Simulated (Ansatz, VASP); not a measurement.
**Pt: VASP beside Ansatz**

```xyz
1
Lattice="0.1985 2.1041 2.1041 2.1041 0.1985 2.1041 2.1041 2.1041 0.1985" Properties=species:S:1:pos:R:3 pbc="T T T"
Pt    0.0000    0.0000    0.0000
```

Change from the starting cell: equal engineering shear yz, xz and xy +0.1000, equal normal strain along x, y and z +0.0100.

Alike in both runs: task single point; functional PBE; k mesh 20 × 20 × 20; occupations gaussian, width 0.15 eV; no spin polarisation.

|  | VASP | Ansatz |
| --- | --- | --- |
| version | VASP 6.6.1 | Ansatz 0.2.0 |
| potentials or method | VASP PAW PBE potentials, release 64 (Pt), cutoff 520 eV | scalar-relativistic, plane waves, PAW |
| valence electrons in the cell | 10 | 18 |

|  | VASP | Ansatz | Ansatz less VASP |
| --- | --- | --- | --- |
| gap on the k mesh at the Fermi level (eV) | none | none | - |
| pressure (GPa) | 0.2 | 0.6 | +0.47 |
| traceless stress, the component that is largest in VASP (GPa) | -7.12 | -7.15 | -0.023 |

A gap of «none» marks a metal or a gap that the smearing closes. The functional is the same, so the differences come from potentials, cutoffs and numerics. VASP's potentials hold 10 valence electrons a cell and Ansatz's 18, so a difference there can come from the potentials and not from the codes.

Spin-orbit coupling is off throughout.
